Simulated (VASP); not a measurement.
CsI: single point with LDA

Crystal: CsI.

```
Cs I
1.0
     4.42371    0.00000    0.00000
     0.00000    4.42371    0.00000
     0.00000    0.00000    4.42371
Cs I
1 1
Direct
  0.00000 0.00000 0.00000
  0.50000 0.50000 0.50000
```

* Program: VASP 6.6.1
* Task: single point
* Functional: LDA
* Potentials or basis: VASP PAW LDA potentials, release 64 (Cs_sv, I)
* Cutoff: 500 eV
* k mesh: 6 × 6 × 6
* Occupations: gaussian, width 0.01 eV
* Spin: no spin polarisation

```yaml
Pressure: -0.2 GPa
Band_gap_on_the_k_mesh: 3.80 eV (least direct gap 3.87 eV)
```

Levels at points of the mesh, in eV from the valence-band top:
```tsv
k point	band 4	band 5	band 6	band 7	band 8	band 9	band 10	band 11	band 12	band 13
(0.00, 0.00, 0.00)	-6.93	-6.93	-0.07	-0.07	-0.07	3.80	3.80	3.88	7.88	7.88
(0.50, 0.00, 0.00)	-6.83	-6.83	-1.87	-0.32	-0.32	4.91	6.59	6.68	6.95	8.10
(0.50, 0.50, 0.00)	-7.45	-6.77	-0.93	-0.93	0.00	3.97	4.76	5.98	5.98	9.94
(0.50, 0.50, 0.50)	-7.27	-7.27	-1.61	-1.61	-1.61	7.30	7.30	7.30	8.20	8.20
```

It took 18 s on 1 thread of Intel Xeon 8259CL (shared host), peak memory 0.16 GiB.

Caveat: spin-orbit coupling is left out, which moves the levels of the heavy elements. A k mesh can miss the band edges.
